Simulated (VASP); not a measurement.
# Ta2GaN3 (P6/mmm) in VASP: a series of runs, part 2 of 2

VASP 6.6.1.

### 5 Single point, PBE

This run uses another cell than the first one, of 12.38 Å³/atom.

INCAR

```
PREC = Accurate
ENCUT = 520
EDIFF = 1E-7
ISMEAR = 0
SIGMA = 0.1
LREAL = F
LASPH = T
NELM = 60
ALGO = Normal
ISIF = 2
LWAVE = F
LCHARG = F
GGA = PE
NBANDS = 34
```

KPOINTS

```
regular mesh
0
Gamma
  12 12 14
```

POSCAR

```
Ta2GaN3
1.0
    5.4998507285      0.0000000000      0.0000000000
   -2.7499253643      4.7630104479      0.0000000000
    0.0000000000      0.0000000000      2.8365603501
Ta Ga N
2 1 3
Direct
    0.3333333333      0.6666666667      0.0000000000
    0.6666666667      0.3333333333      0.0000000000
    0.0000000000      0.0000000000      0.0000000000
    0.5000000000      0.0000000000      0.5000000000
    0.5000000000      0.5000000000      0.5000000000
    0.0000000000      0.5000000000      0.5000000000
```

Potentials or basis: VASP PAW PBE potentials, release 64 (Ta_pv, Ga_d, N).

The run is started by

```bash
$ cat potpaw_PBE.64/Ta_pv/POTCAR potpaw_PBE.64/Ga_d/POTCAR potpaw_PBE.64/N/POTCAR > POTCAR
$ mpirun -np 1 vasp_std > vasp.out
```

OUTCAR:

```text
PREC = Accurate
   ENCUT = 520
   EDIFF = 1E-7
   ISMEAR = 0
   LREAL = F
   LASPH = T
   NELM = 60
   ISIF = 2
   GGA = PE

 ion  position               nearest neighbor table
   1  0.333  0.667  0.000-   6 2.13   6 2.13   4 2.13   4 2.13   5 2.13   5 2.13   2 3.18   2 3.18
                             3 3.18   3 3.18   3 3.18   2 3.18
   2  0.667  0.333  0.000-   6 2.13   6 2.13   4 2.13   4 2.13   5 2.13   5 2.13   1 3.18   1 3.18
                             3 3.18   3 3.18   3 3.18   1 3.18
   3  0.000  0.000  0.000-   1 3.18   2 3.18   2 3.18   1 3.18   2 3.18   1 3.18
   4  0.500  0.000  0.500-   1 2.13   2 2.13   1 2.13   2 2.13
   5  0.500  0.500  0.500-   1 2.13   2 2.13   1 2.13   2 2.13
   6  0.000  0.500  0.500-   1 2.13   2 2.13   1 2.13   2 2.13

  LATTYP: Found a hexagonal cell.
 ALAT       =     5.4998507285
 C/A-ratio  =     0.5157522431

  Lattice vectors:

 A1 = (   5.4998507285,   0.0000000000,   0.0000000000)
 A2 = (  -2.7499253643,   4.7630104479,   0.0000000000)
 A3 = (   0.0000000000,   0.0000000000,   2.8365603501)

Analysis of symmetry for initial positions (statically):
=====================================================================
 Subroutine PRICEL returns:
 Original cell was already a primitive cell.

 Routine SETGRP: Setting up the symmetry group for a
 hexagonal supercell.

 Subroutine GETGRP returns: Found 24 space group operations
 (whereof 24 operations were pure point group operations)
 out of a pool of 24 trial point group operations.

The static configuration has the point symmetry D_6h.

Analysis of symmetry for dynamics (positions and initial velocities):
=====================================================================
 Subroutine PRICEL returns:
 Original cell was already a primitive cell.

 Routine SETGRP: Setting up the symmetry group for a
 hexagonal supercell.

 Subroutine GETGRP returns: Found 24 space group operations
 (whereof 24 operations were pure point group operations)
 out of a pool of 24 trial point group operations.

[... 126 lines left out ...]
   IMIX   =      4    mixing-type and parameters
     AMIX     =   0.40;   BMIX     =  1.00
     AMIX_MAG =   1.60;   BMIX_MAG =  1.00
  volume/ion in A,a.u.               =      12.38        83.57
  Fermi-wavevector in a.u.,A,eV,Ry     =   1.434575  2.710954 28.000875  2.058006
  Thomas-Fermi vector in A             =   2.553969
   LORBIT       =      0    0 simple, 1 ext, 2 COOP (PROOUT), +10 PAW based schemes
   GGA     = PE    functional components
   LHFCALC =     F    Hartree Fock is set to
   AEXX    =    0.0000 exact exchange contribution
   IVDW    =     0    specifies the selected vdW correction
   LEPSILON=     F    determine dielectric tensor
   LRPA    =     F    only Hartree local field effects (RPA)
 non-spin polarized calculation
 Gauss-broadening in eV      SIGMA  =   0.10
  energy-cutoff  :      520.00
  volume of cell :       74.31
 maximum number of plane-waves:      2033
 NGX is ok and might be reduce to    42
   NGX = 21   NGY = 21   NGZ = 11

 number of electron      50.0000010 magnetization

 Free energy of the ion-electron system (eV)
  ---------------------------------------------------
  ext. energy  EPLUGINS =         0.00000000
  ---------------------------------------------------
  free energy    TOTEN  =       -55.36451115 eV

  energy without entropy =      -55.34979926  energy(sigma->0) =      -55.35715520

 E-fermi :   6.9186     XC(G=0): -12.1287

 val. band max:        6.9133216963   @ k =   0.2500   0.0833   0.3571
 cond. band min:       6.9196871427   @ k =   0.1667   0.1667   0.3571
 fundamental gap:      0.0063654464
 Fermi energy:         6.9186355366

 k-point     1 :       0.0000    0.0000    0.0000
  band No.  band energies     occupation
      1     -29.3734      2.00000
      2     -29.3734      2.00000
      3     -29.0972      2.00000
      4     -29.0972      2.00000
      5     -28.6957      2.00000
      6     -28.6276      2.00000
[... 877 lines left out ...]
     33      10.5028      0.00000
     34      10.7673      0.00000

 [... further k-points ...]
[... 5 lines left out ...]
  --------------------------------------------------------------------------------------
  -------------------------------------------------------------------------------------
  Total        0.2070265      0.2070265      0.3522325     -0.0000000      0.0000000     -0.0000000
  in kB        4.4638756      4.4638756      7.5947859     -0.0000000      0.0000000     -0.0000000
  external PRESSURE =       5.5075123 kB  Pullay stress =       0.0000000 kB

 VOLUME and BASIS-vectors are now :
 -----------------------------------------------------------------------------
  energy-cutoff  :      520.00
  volume of cell :       74.31
      direct lattice vectors                 reciprocal lattice vectors
     5.499850729  0.000000000  0.000000000     0.181823117  0.104975625  0.000000000
    -2.749925364  4.763010448  0.000000000     0.000000000  0.209951251  0.000000000
     0.000000000  0.000000000  2.836560350     0.000000000  0.000000000  0.352539652

 POSITION                                       TOTAL-FORCE (eV/Angst)
 -----------------------------------------------------------------------------------
     -0.00000      3.17534      0.00000         0.000000     -0.000000     -0.000000
      2.74993      1.58767      0.00000        -0.000000      0.000000      0.000000
      0.00000      0.00000      0.00000        -0.000000      0.000000      0.000000
      2.74993      0.00000      1.41828        -0.000000      0.000000      0.000000
      1.37496      2.38151      1.41828        -0.000000      0.000000      0.000000
     -1.37496      2.38151      1.41828        -0.000000      0.000000      0.000000
 -----------------------------------------------------------------------------------
    total drift:                               -0.000000      0.000000      0.000000

  FREE ENERGIE OF THE ION-ELECTRON SYSTEM (eV)
  ---------------------------------------------------
  free  energy   TOTEN  =       -55.3645111450 eV

  energy  without entropy=      -55.3497992645  energy(sigma->0) =      -55.35715520
```

stdout:

```text
POSCAR found type information on POSCAR TaGaN
 POSCAR found :  3 types and       6 ions
 scaLAPACK will be used
 LDA part: xc-table for (Slater+PW92), standard interpolation
 POSCAR, INCAR and KPOINTS ok, starting setup
 FFT: planning ... GRIDC
 FFT: planning ... GRID_SOFT
 FFT: planning ... GRID
 WAVECAR not read
 entering main loop
```

Run time: 3.1 min. Hardware: 1 thread of Intel Xeon 6975P-C (Granite Rapids), shared host; peak memory 0.46 GiB.

What came out:

| Quantity | Value |
| --- | --- |
| Free energy | -55.3645 eV |
| Pressure | 0.6 GPa |
| Band gap on the k mesh | zero (bands 25 and 26 overlap by 2.24 eV) |

Caveat: spin-orbit coupling is left out, which moves the levels of the heavy elements.

### 6 Single point, PBE, collinear spin

INCAR

```
SYSTEM = Ta2GaN3
ALGO     = Normal         ! electronic algorithm
EDIFF    = 1E-6           ! SCF threshold, eV
ENCUT    = 520            ! plane-wave cutoff, eV
GGA      = PE             ! functional
ISIF     = 2              ! what is computed and relaxed
ISMEAR   = 0              ! smearing method
ISPIN    = 2              ! spin polarisation
LASPH    = .True.         ! aspherical terms in the spheres
LCHARG   = .False.        ! write CHGCAR
LMAXMIX  = 4              ! l up to which the mixer works
LORBIT   = 11             ! projections on sites
LREAL    = .False.        ! projectors in reciprocal space
LWAVE    = .False.        ! write WAVECAR
MAGMOM   = 1 1 0 0 0 0    ! initial moments
NBANDS   = 38             ! bands
NELM     = 150            ! most SCF steps
PREC     = Accurate       ! precision mode
SIGMA    = 0.1            ! smearing width, eV
```

KPOINTS

```
k-points
0
Gamma
  6 6 6
  0 0 0
```

Changes to POSCAR since step 5:

```diff
@@ -2,5 +2,5 @@
 1.0
-    5.4998507285      0.0000000000      0.0000000000
-   -2.7499253643      4.7630104479      0.0000000000
-    0.0000000000      0.0000000000      2.8365603501
+    5.5141541545      0.0000000000      0.0000000000
+   -2.7570770773      4.7753975782      0.0000000000
+    0.0000000000      0.0000000000      2.8285195213
 Ta Ga N
```

Potentials or basis: VASP PAW PBE potentials, release 64 (Ta_pv, Ga_d, N).

The run is started by

```bash
$ cat potpaw_PBE.64/Ta_pv/POTCAR potpaw_PBE.64/Ga_d/POTCAR potpaw_PBE.64/N/POTCAR > POTCAR
$ mpirun -np 1 vasp_std > vasp.out
```

Wall time 78 s (1 thread of Intel Xeon 6975P-C (Granite Rapids), shared host); peak memory 0.3 GiB.

It converged, with:

- Free energy: -55.3491 eV
- Pressure: 0.6 GPa
- Band gap on the k mesh: zero (filled and empty bands overlap)
- Net moment: 0.00 μB per cell
- Valence electrons inside the program's atomic spheres: Ta 8.88; Ga 11.51; N 3.75

Stress tensor (GPa, compression positive):
```
0.50 0.00 0.00
0.00 0.50 0.00
0.00 0.00 0.75
```

Levels at points of the mesh, in eV from the Fermi level:
Spin up:
```
           k point  band 21  band 22  band 23  band 24  band 25  band 26  band 27  band 28  band 29  band 30
(0.00, 0.00, 0.00)    -3.15    -3.15    -3.03    -2.26    -1.87     0.39     0.39     1.55     1.84     1.84
(0.50, 0.00, 0.00)    -3.86    -3.44    -3.32    -3.11    -2.35     0.14     0.78     2.00     2.36     2.46
(0.00, 0.00, 0.50)    -2.64    -2.64    -2.30    -1.81    -1.81    -1.17    -1.12     3.16     3.16     3.41
(0.50, 0.00, 0.50)    -4.49    -3.95    -3.44    -1.73    -0.62     0.33     0.87     1.12     2.57     3.64
```
Spin down:
```
           k point  band 21  band 22  band 23  band 24  band 25  band 26  band 27  band 28  band 29  band 30
(0.00, 0.00, 0.00)    -3.15    -3.15    -3.03    -2.26    -1.87     0.39     0.39     1.55     1.84     1.84
(0.50, 0.00, 0.00)    -3.86    -3.44    -3.32    -3.11    -2.35     0.14     0.78     2.00     2.36     2.46
(0.00, 0.00, 0.50)    -2.64    -2.64    -2.30    -1.81    -1.81    -1.17    -1.12     3.16     3.16     3.41
(0.50, 0.00, 0.50)    -4.49    -3.95    -3.44    -1.73    -0.62     0.33     0.87     1.12     2.57     3.64
```

Caveat: the k points lie up to 0.37 Å⁻¹ apart, too coarse for converged energies and pressures of a metal; spin-orbit coupling is left out, which moves the levels of the heavy elements.

### 7 The runs side by side

| task | spin | cell | k mesh | cutoff (eV) | gap on the mesh (eV) | pressure (GPa) |
| --- | --- | --- | --- | --- | --- | --- |
| single point | off | a = 5.514, b = 5.514, c = 2.829 Å, angles 90.0, 90.0, 120.0°, 6 atoms | 6 × 6 × 6 | 520 | none | 0.6 |
| single point | off | a = 5.542, b = 5.542, c = 3.052 Å, angles 90.0, 90.0, 120.0°, 6 atoms | 6 × 6 × 6 | 520 | none | -19.8 |
| relaxation of cell and atoms | off | relaxed from a = 5.542, b = 5.542, c = 3.052 Å, angles 90.0, 90.0, 120.0°, 6 atoms | 6 × 6 × 6 | 600 | none | 0.0 |
| single point | off | a = 5.500, b = 5.500, c = 2.837 Å, angles 90.0, 90.0, 120.0°, 6 atoms | 12 × 12 × 14 | 520 | none | 0.6 |
| single point | collinear | a = 5.514, b = 5.514, c = 2.829 Å, angles 90.0, 90.0, 120.0°, 6 atoms | 6 × 6 × 6 | 520 | none | 0.6 |

Alike in all rows: level PBE; potentials or basis VASP PAW PBE potentials, release 64 (Ta_pv, Ga_d, N); smearing gaussian 0.1 eV.

Caveats: some runs use coarse meshes; spin-orbit coupling is left out, which moves the levels of the heavy elements; the cell stands under tension (at least some runs).

Total energies depend on the potentials used, so only differences within one code and one set of settings carry meaning.
